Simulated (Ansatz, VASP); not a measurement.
Two plane-wave programs on Al

```
Al
1.0
     0.00000    2.02500    2.02500
     2.02500    0.00000    2.02500
     2.02500    2.02500    0.00000
Al
1
Direct
  0.00000 0.00000 0.00000
```

Alike in both runs: task relaxation of cell and atoms; functional PBE; k mesh 8 × 8 × 8; occupations gaussian, width 0.1 eV; no spin polarisation.

|  | VASP | Ansatz |
| --- | --- | --- |
| version | VASP 6.6.1 | Ansatz 0.2.0 |
| potentials or method | VASP PAW PBE potentials, release 64 (Al) | scalar-relativistic, plane waves, PAW |
| plane-wave cutoff (eV) | 500 | 420 |
| valence electrons in the cell | 3 | 3 |

Ansatz gave:

| Quantity | Value |
| --- | --- |
| gap on the k mesh at the Fermi level, each at its own relaxed structure (eV) | none |
| relaxed volume (Å³/atom) | 16.52 |
| relaxed cell length with the largest relative difference (Å) | 2.859 |

**Question.** What did VASP give for the same quantities?

**Answer.** gap on the k mesh at the Fermi level, each at its own relaxed structure (eV): none; relaxed volume (Å³/atom): 16.51; relaxed cell length with the largest relative difference (Å): 2.858.

A gap of «none» marks a metal or a gap that the smearing closes.
